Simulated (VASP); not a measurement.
Runs of VASP 6.6.1 on P. The structure is that of space group Pmna (No. 53), or close to it. The cells are those of the table. 

```csv
cell,gap on the mesh (eV),largest force (eV/Å)
"a = 3.185, b = 33.811, c = 4.563 Å, 4 atoms",1.15,0.70
"a = 3.234, b = 34.334, c = 4.493 Å, 4 atoms",1.00,0.62
"a = 3.185, b = 33.811, c = 4.493 Å, 4 atoms",1.04,0.89
"a = 3.185, b = 33.811, c = 4.632 Å, 4 atoms",(a),0.59
```

Alike in all rows: task single point; level r2SCAN; potentials or basis VASP PAW PBE potentials, release 64 (P); no spin polarisation; k mesh 8 × 1 × 6; cutoff (eV) 520; smearing gaussian 0.05 eV.

**Question.** Fill in the values left out.

**Answer.** (a) 1.25.

Caveats: there is no dipole correction, which matters where the two faces differ; the PAW data sets were made with another functional, which shifts forces and pressure a little.

A k mesh can miss the band edges.
